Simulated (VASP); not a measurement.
# AgCl (Fm-3m) in VASP: notebook

Runs on AgCl. Level: LDA. Tasks: electric field gradients.

All numbers are computed with VASP 6.6.1; they aren't measurements. Logs are shortened: lines on timing, memory, paths and dates and some standing lists are left out, and cuts for length are marked.

### 1 The cell of the first run

Symmetry: Fm-3m, No. 225, cubic system. The conventional cell has a = 5.509 Å, b = 5.509 Å, c = 5.509 Å, α = 90.00°, β = 90.00°, γ = 90.00°. Ag (site symmetry m-3m) has 6 Cl at 2.75 Å within 3.6 Å. Cl (site symmetry m-3m) has 6 Ag at 2.75 Å within 3.6 Å.

### 2 Electric field gradients, LDA (volume scaled by 0.98)

INCAR

```
PREC = Accurate ; ENCUT = 520
EDIFF = 1E-8 ; ISMEAR = -1
SIGMA = 0.02 ; LREAL = False
LASPH = True ; NELM = 60
ALGO = Normal ; ISIF = 2
LWAVE = False ; LCHARG = False
LEFG = True ; NBANDS = 16
```

KPOINTS

```
regular mesh
0
Gamma
  8 8 8
```

POSCAR

```
AgCl
1.0
    0.0000000000      2.7545376942      2.7545376942
    2.7545376942      0.0000000000      2.7545376942
    2.7545376942      2.7545376942      0.0000000000
Ag Cl
1 1
Direct
    0.5000000000      0.5000000000      0.5000000000
    0.0000000000      0.0000000000      0.0000000000
```

Potentials or basis: VASP PAW LDA potentials, release 64 (Ag, Cl).

The run is started by

```console
$ cat potpaw_LDA.64/Ag/POTCAR potpaw_LDA.64/Cl/POTCAR > POTCAR
$ mpirun -np 1 vasp_std > vasp.out
```

OUTCAR:

```text
PREC = Accurate
   ENCUT = 520
   EDIFF = 1E-8
   ISMEAR = -1
   LREAL = False
   LASPH = True
   NELM = 60
   ISIF = 2

 ion  position               nearest neighbor table
   1  0.500  0.500  0.500-   2 2.75   2 2.75   2 2.75   2 2.75   2 2.75   2 2.75
   2  0.000  0.000  0.000-   1 2.75   1 2.75   1 2.75   1 2.75   1 2.75   1 2.75

  LATTYP: Found a face centered cubic cell.
 ALAT       =     5.5090753884

  Lattice vectors:

 A1 = (   0.0000000000,   2.7545376942,   2.7545376942)
 A2 = (   2.7545376942,   0.0000000000,   2.7545376942)
 A3 = (   2.7545376942,   2.7545376942,   0.0000000000)

Analysis of symmetry for initial positions (statically):
[... 33 lines left out ...]
                                     Primitive cell

  volume of cell :      41.8000

  direct lattice vectors                    reciprocal lattice vectors
     0.000000000  2.754537694  2.754537694    -0.181518663  0.181518663  0.181518663
     2.754537694  0.000000000  2.754537694     0.181518663 -0.181518663  0.181518663
     2.754537694  2.754537694  0.000000000     0.181518663  0.181518663 -0.181518663

  length of vectors
     3.895504565  3.895504565  3.895504565     0.314399547  0.314399547  0.314399547

  position of ions in fractional coordinates (direct lattice)
     0.500000000  0.500000000  0.500000000
     0.000000000  0.000000000  0.000000000

  ion indices of the primitive-cell ions
   primitive index   ion index
                 1           1
                 2           2

----------------------------------------------------------------------------------------

 KPOINTS: regular mesh

Automatic generation of k-mesh.
 Grid dimensions read from file:
 generate k-points for:    8    8    8

 Generating k-lattice:

  Cartesian coordinates                     Fractional coordinates (reciprocal lattice)
    -0.022689833  0.022689833  0.022689833     0.125000000  0.000000000  0.000000000
     0.022689833 -0.022689833  0.022689833     0.000000000  0.125000000  0.000000000
     0.022689833  0.022689833 -0.022689833     0.000000000  0.000000000  0.125000000

  Length of vectors
     0.039299943  0.039299943  0.039299943

  Shift w.r.t. Gamma in fractional coordinates (k-lattice)
     0.000000000  0.000000000  0.000000000

 Subroutine IBZKPT returns following result:
 ===========================================

 Found     29 irreducible k-points:

 Following reciprocal coordinates:
            Coordinates               Weight
  0.000000  0.000000  0.000000      1.000000
  0.125000  0.000000  0.000000      8.000000
  0.250000  0.000000  0.000000      8.000000
  0.375000  0.000000  0.000000      8.000000
  0.500000  0.000000  0.000000      4.000000
  0.125000  0.125000  0.000000      6.000000
[... 16 lines left out ...]
  0.500000  0.250000  0.125000     48.000000
 -0.375000  0.250000  0.125000     24.000000
 [... further k-points ...]
   k-points           NKPTS =     29   k-points in BZ     NKDIM =     29   number of bands    NBANDS=     16
   number of dos      NEDOS =    301   number of ions     NIONS =      2
   total plane-waves  NPLWV =  27000
   dimension x,y,z NGX =    30 NGY =   30 NGZ =   30
   dimension x,y,z NGXF=    60 NGYF=   60 NGZF=   60
   ions per type =               1   1
   NGX,Y,Z   is equivalent  to a cutoff of  12.80, 12.80, 12.80 a.u.
   NGXF,Y,Z  is equivalent  to a cutoff of  25.61, 25.61, 25.61 a.u.
 SYSTEM =  unknown system
   PREC   = accura    normal or accurate (medium, high low for compatibility)
   ISTART =      0    job   : 0-new  1-cont  2-samecut
   ICHARG =      2    charge: 1-file 2-atom 10-const
   ISPIN  =      1    spin polarized calculation?
   LNONCOLLINEAR =      F non collinear calculations
   LSORBIT =      F    spin-orbit coupling
   LASPH  =      T    aspherical Exc in radial PAW
   ENCUT  =  520.0 eV  38.22 Ry    6.18 a.u.   7.24  7.24  7.24*2*pi/ulx,y,z
   NELM   =     60;   NELMIN=  2; NELMDL= -5     # of ELM steps
   EDIFF  = 0.1E-07   stopping-criterion for ELM
   LREAL  =      F    real-space projection
   EDIFFG = 0.1E-06   stopping-criterion for IOM
   NSW    =      0    number of steps for IOM
   IBRION =     -1    ionic relax: 0-MD 1-quasi-New 2-CG
   NFREE  =      0    steps in history (QN), initial steepest desc. (CG)
   ISIF   =      2    stress and relaxation
   ISYM   =      2    0-nonsym 1-usesym 2-fastsym
   POTIM  = 0.5000    time-step for ionic-motion
   TEBEG  =    0.0;   TEEND  =   0.0 temperature during run
   PSTRESS=    0.0 pullay stress
   NELECT =      18.0000    total number of electrons
   NUPDOWN=      -1.0000    fix difference up-down
   EMIN   =  10.00;   EMAX   =-10.00  energy-range for DOS
   EFERMI =   0.00;   METHOD = LEGACY
   ISMEAR =    -1;   SIGMA  =   0.02  broadening in eV -4-tet -1-fermi 0-gaus
   EFERMI_NEDOS =   21; number of points for ismear=-14 and -15
   IALGO  =     38    algorithm
   IMIX   =      4    mixing-type and parameters
     AMIX     =   0.40;   BMIX     =  1.00
     AMIX_MAG =   1.60;   BMIX_MAG =  1.00
  volume/ion in A,a.u.               =      20.90       141.04
  Fermi-wavevector in a.u.,A,eV,Ry     =   1.236252  2.336177 20.794037  1.528319
  Thomas-Fermi vector in A             =   2.370868
   LORBIT       =      0    0 simple, 1 ext, 2 COOP (PROOUT), +10 PAW based schemes
   GGA     = CA    functional components
   LHFCALC =     F    Hartree Fock is set to
   AEXX    =    0.0000 exact exchange contribution
   IVDW    =     0    specifies the selected vdW correction
   LEPSILON=     F    determine dielectric tensor
   LRPA    =     F    only Hartree local field effects (RPA)
 non-spin polarized calculation
  energy-cutoff  :      520.00
  volume of cell :       41.80
 maximum number of plane-waves:      1158
 NGX is ok and might be reduce to    30
   NGX = 15   NGY = 15   NGZ = 15

 number of electron      18.0000004 magnetization

 Free energy of the ion-electron system (eV)
  ---------------------------------------------------
  ext. energy  EPLUGINS =         0.00000000
  ---------------------------------------------------
  free energy    TOTEN  =        -6.73923633 eV

  energy without entropy =       -6.73923633  energy(sigma->0) =       -6.73923633

 E-fermi :   4.1842     XC(G=0): -10.5416

 val. band max:        3.8398425143   @ k =   0.5000   0.0000   0.0000
 cond. band min:       4.4800570658   @ k =   0.0000   0.0000   0.0000
 fundamental gap:      0.6402145516
 Fermi energy:         4.1842425255

 k-point     1 :       0.0000    0.0000    0.0000
  band No.  band energies     occupation
      1     -11.3445      2.00000
      2       1.2340      2.00000
      3       1.2340      2.00000
      4       1.2340      2.00000
      5       1.2737      2.00000
      6       1.2737      2.00000
[... 8 lines left out ...]
     15      16.9583      0.00000
     16      16.9583      0.00000

 k-point     2 :       0.1250    0.0000    0.0000
  band No.  band energies     occupation
      1     -11.2782      2.00000
      2       0.5371      2.00000
      3       0.6000      2.00000
      4       0.6000      2.00000
      5       1.2928      2.00000
      6       1.2928      2.00000
[... 8 lines left out ...]
     15      15.7632      0.00000
     16      16.3102      0.00000

 k-point     3 :       0.2500    0.0000    0.0000
  band No.  band energies     occupation
      1     -11.1107      2.00000
      2      -0.5460      2.00000
      3       0.0072      2.00000
      4       0.0072      2.00000
      5       1.4295      2.00000
      6       1.4295      2.00000
[... 8 lines left out ...]
     15      16.0226      0.00000
     16      16.2220      0.00000

 k-point     4 :       0.3750    0.0000    0.0000
  band No.  band energies     occupation
      1     -10.9312      2.00000
      2      -1.3644      2.00000
      3      -0.3706      2.00000
      4      -0.3706      2.00000
      5       1.5723      2.00000
      6       1.5723      2.00000
[... 8 lines left out ...]
     15      16.9023      0.00000
     16      16.9023      0.00000
[... 324 lines left out ...]
 k-point    22 :       0.3750    0.2500    0.1250
  band No.  band energies     occupation
      1     -11.0084      2.00000
      2      -0.9347      2.00000
      3      -0.0767      2.00000
      4       0.2920      2.00000
      5       1.3370      2.00000
      6       1.5518      2.00000
[... 8 lines left out ...]
     15      17.9552      0.00000
     16      19.0744      0.00000

 k-point    23 :       0.5000    0.2500    0.1250
  band No.  band energies     occupation
      1     -10.8805      2.00000
      2      -1.1589      2.00000
      3      -0.3797      2.00000
      4      -0.1229      2.00000
      5       1.4654      2.00000
      6       1.6406      2.00000
[... 8 lines left out ...]
     15      18.1609      0.00000
     16      18.9175      0.00000

 k-point    24 :      -0.3750    0.2500    0.1250
  band No.  band energies     occupation
      1     -10.8258      2.00000
      2      -1.2287      2.00000
      3      -0.4356      2.00000
      4      -0.3804      2.00000
      5       1.5619      2.00000
      6       1.6350      2.00000
[... 8 lines left out ...]
     15      17.2460      0.00000
     16      18.7610      0.00000

 [... further k-points ...]

------------------------ aborting loop because EDIFF is reached ----------------------------------------

  FORCE on cell =-STRESS in cart. coord.  units (eV):
  Direction    XX          YY          ZZ          XY          YZ          ZX
  --------------------------------------------------------------------------------------
  -------------------------------------------------------------------------------------
  Total       -1.2416327     -1.2416327     -1.2416327      0.0000000      0.0000000      0.0000000
  in kB      -47.5912993    -47.5912993    -47.5912993      0.0000000      0.0000000      0.0000000
  external PRESSURE =     -47.5912993 kB  Pullay stress =       0.0000000 kB

 VOLUME and BASIS-vectors are now :
 -----------------------------------------------------------------------------
  energy-cutoff  :      520.00
  volume of cell :       41.80
      direct lattice vectors                 reciprocal lattice vectors
     0.000000000  2.754537694  2.754537694    -0.181518663  0.181518663  0.181518663
     2.754537694  0.000000000  2.754537694     0.181518663 -0.181518663  0.181518663
     2.754537694  2.754537694  0.000000000     0.181518663  0.181518663 -0.181518663

 POSITION                                       TOTAL-FORCE (eV/Angst)
 -----------------------------------------------------------------------------------
      2.75454      2.75454      2.75454        -0.000000      0.000000      0.000000
      0.00000      0.00000      0.00000         0.000000     -0.000000     -0.000000
 -----------------------------------------------------------------------------------
    total drift:                                0.000000      0.000000      0.000000

  FREE ENERGIE OF THE ION-ELECTRON SYSTEM (eV)
  ---------------------------------------------------
  free  energy   TOTEN  =        -6.7392363314 eV

  energy  without entropy=       -6.7392363304  energy(sigma->0) =       -6.73923633

 Electric field gradients (V/A^2)
---------------------------------------------------------------------
 ion       V_xx      V_yy      V_zz      V_xy      V_xz      V_yz
---------------------------------------------------------------------
   1       0.000    -0.000    -0.000    -0.001    -0.001    -0.001
   2      -0.000    -0.000    -0.000     0.001     0.001     0.001
---------------------------------------------------------------------

 Electric field gradients after diagonalization (V/A^2)
 (convention: |V_zz| > |V_xx| > |V_yy|)
----------------------------------------------------------------------
 ion       V_xx      V_yy      V_zz     asymmetry (V_yy - V_xx)/ V_zz
----------------------------------------------------------------------
   1       0.001     0.001    -0.001       0.000
   2      -0.001    -0.001     0.002       0.000
----------------------------------------------------------------------

           NMR quadrupolar parameters

 Cq : quadrupolar parameter    Cq=e*Q*V_zz/h
 eta: asymmetry parameters     (V_yy - V_xx)/ V_zz
 Q  : nuclear electric quadrupole moment in mb (millibarn)
----------------------------------------------------------------------
 ion       Cq(MHz)       eta       Q (mb)
----------------------------------------------------------------------
   1      -0.000       0.000       1.000
   2       0.000       0.000       1.000
----------------------------------------------------------------------
```

It took 18 s on 1 thread of Intel Xeon Platinum 8259CL at 2.50GHz (Skylake/Cascade Lake), shared host; peak memory 0.15 GiB.

Results:

* Free energy: -6.7392 eV
* Pressure: -4.8 GPa
* Band gap on the k mesh: 0.64 eV, indirect (least direct gap 3.03 eV)

Caveat: the cell differs from its parent crystal (volume scaled by 0.98); without QUAD_EFG the Cq values of the log hold for a quadrupole moment of 1 mb, not for the nuclei. A k mesh can miss the band edges.

### 3 Electric field gradients, LDA

This run uses another cell than the first one, of 21.33 Å³/atom, 1.020 times its volume.

INCAR

```
SYSTEM = AgCl
PREC = Accurate ; ENCUT = 520
EDIFF = 1E-8 ; ISMEAR = -1
SIGMA = 0.02 ; LREAL = .False.
LASPH = .True. ; NELM = 100
ALGO = Normal ; ISIF = 2
LWAVE = .False. ; LCHARG = .False.
GGA = CA ; LEFG = .True.
NBANDS = 16
```

KPOINTS

```
Automatic mesh
0
Gamma
  8 8 8
  0 0 0
```

POSCAR

```
AgCl
1.0
    0.0000000000      2.7731500000      2.7731500000
    2.7731500000      0.0000000000      2.7731500000
    2.7731500000      2.7731500000      0.0000000000
Ag Cl
1 1
Direct
    0.5000000000      0.5000000000      0.5000000000
    0.0000000000      0.0000000000      0.0000000000
```

Potentials or basis: VASP PAW LDA potentials, release 64 (Ag, Cl).

The run is started by

```console
$ cat potpaw_LDA.64/Ag/POTCAR potpaw_LDA.64/Cl/POTCAR > POTCAR
$ mpirun -np 1 vasp_std > vasp.out
```

OUTCAR:

```text
SYSTEM = AgCl
   PREC = Accurate
   ENCUT = 520
   EDIFF = 1E-8
   ISMEAR = -1
   LREAL = .False.
   LASPH = .True.
   NELM = 100
   ISIF = 2
   GGA = CA

 ion  position               nearest neighbor table
   1  0.500  0.500  0.500-   2 2.77   2 2.77   2 2.77   2 2.77   2 2.77   2 2.77
   2  0.000  0.000  0.000-   1 2.77   1 2.77   1 2.77   1 2.77   1 2.77   1 2.77

  LATTYP: Found a face centered cubic cell.
 ALAT       =     5.5463000000

  Lattice vectors:

 A1 = (   0.0000000000,   2.7731500000,   2.7731500000)
 A2 = (   2.7731500000,   0.0000000000,   2.7731500000)
 A3 = (   2.7731500000,   2.7731500000,   0.0000000000)

Analysis of symmetry for initial positions (statically):
[... 33 lines left out ...]
                                     Primitive cell

  volume of cell :      42.6530

  direct lattice vectors                    reciprocal lattice vectors
     0.000000000  2.773150000  2.773150000    -0.180300380  0.180300380  0.180300380
[... 612 lines left out ...]
  volume of cell :       42.65
      direct lattice vectors                 reciprocal lattice vectors
     0.000000000  2.773150000  2.773150000    -0.180300380  0.180300380  0.180300380
     2.773150000  0.000000000  2.773150000     0.180300380 -0.180300380  0.180300380
     2.773150000  2.773150000  0.000000000     0.180300380  0.180300380 -0.180300380

 POSITION                                       TOTAL-FORCE (eV/Angst)
 -----------------------------------------------------------------------------------
      2.77315      2.77315      2.77315         0.000000      0.000000      0.000000
      0.00000      0.00000      0.00000        -0.000000      0.000000     -0.000000
 -----------------------------------------------------------------------------------
    total drift:                                0.000000      0.000000      0.000000

  FREE ENERGIE OF THE ION-ELECTRON SYSTEM (eV)
  ---------------------------------------------------
  free  energy   TOTEN  =        -6.7120619665 eV

  energy  without entropy=       -6.7120619656  energy(sigma->0) =       -6.71206197

 Electric field gradients (V/A^2)
---------------------------------------------------------------------
 ion       V_xx      V_yy      V_zz      V_xy      V_xz      V_yz
---------------------------------------------------------------------
   1      -0.000     0.000    -0.000    -0.000    -0.000    -0.000
   2      -0.000     0.000     0.000     0.001     0.001     0.001
---------------------------------------------------------------------

 Electric field gradients after diagonalization (V/A^2)
 (convention: |V_zz| > |V_xx| > |V_yy|)
----------------------------------------------------------------------
 ion       V_xx      V_yy      V_zz     asymmetry (V_yy - V_xx)/ V_zz
----------------------------------------------------------------------
   1       0.000     0.000    -0.001       0.000
   2      -0.001    -0.001     0.002       0.000
----------------------------------------------------------------------

           NMR quadrupolar parameters

 Cq : quadrupolar parameter    Cq=e*Q*V_zz/h
 eta: asymmetry parameters     (V_yy - V_xx)/ V_zz
 Q  : nuclear electric quadrupole moment in mb (millibarn)
----------------------------------------------------------------------
 ion       Cq(MHz)       eta       Q (mb)
----------------------------------------------------------------------
   1      -0.000       0.000       1.000
   2       0.000       0.000       1.000
----------------------------------------------------------------------
```

OSZICAR:

```text
N       E                     dE             d eps       ncg     rms          rms(c)
DAV:   1     0.894201693170E+02    0.89420E+02   -0.87223E+03   928   0.102E+03
DAV:   2    -0.402764058389E+01   -0.93448E+02   -0.84970E+02  1168   0.213E+02
DAV:   3    -0.686164935626E+01   -0.28340E+01   -0.28259E+01  1160   0.385E+01
DAV:   4    -0.687544757128E+01   -0.13798E-01   -0.13797E-01  1160   0.308E+00
DAV:   5    -0.687559850249E+01   -0.15093E-03   -0.15093E-03  1152   0.323E-01    0.635E+00
DAV:   6    -0.672146878496E+01    0.15413E+00   -0.24298E-01  1208   0.665E+00    0.421E+00
DAV:   7    -0.671489831342E+01    0.65705E-02   -0.61406E-02  1136   0.166E+00    0.193E+00
DAV:   8    -0.671215433786E+01    0.27440E-02   -0.41784E-03  1040   0.582E-01    0.247E-01
DAV:   9    -0.671205280400E+01    0.10153E-03   -0.24989E-04  1208   0.233E-01    0.434E-02
DAV:  10    -0.671206196195E+01   -0.91580E-05   -0.27169E-05  1128   0.446E-02    0.133E-02
DAV:  11    -0.671206197151E+01   -0.95604E-08   -0.27292E-07  1216   0.405E-03    0.188E-03
DAV:  12    -0.671206196655E+01    0.49615E-08   -0.88223E-08  1120   0.230E-03
   1 F= -.67120620E+01 E0= -.67120620E+01  d E =-.992762E-09
```

Run time: 16 s. Hardware: 1 thread of Intel Xeon Platinum 8259CL at 2.50GHz (Skylake/Cascade Lake), shared host; peak memory 0.15 GiB.

What came out:

```yaml
Free_energy: -6.7121 eV
Pressure: -5.6 GPa
Band_gap_on_the_k_mesh: 0.64 eV, indirect (least direct gap 2.95 eV)
```

Caveat: without QUAD_EFG the Cq values of the log hold for a quadrupole moment of 1 mb, not for the nuclei. A hybrid or GW would open this gap; LDA tends to underestimate it.

(Continued in part 2 of 2.)
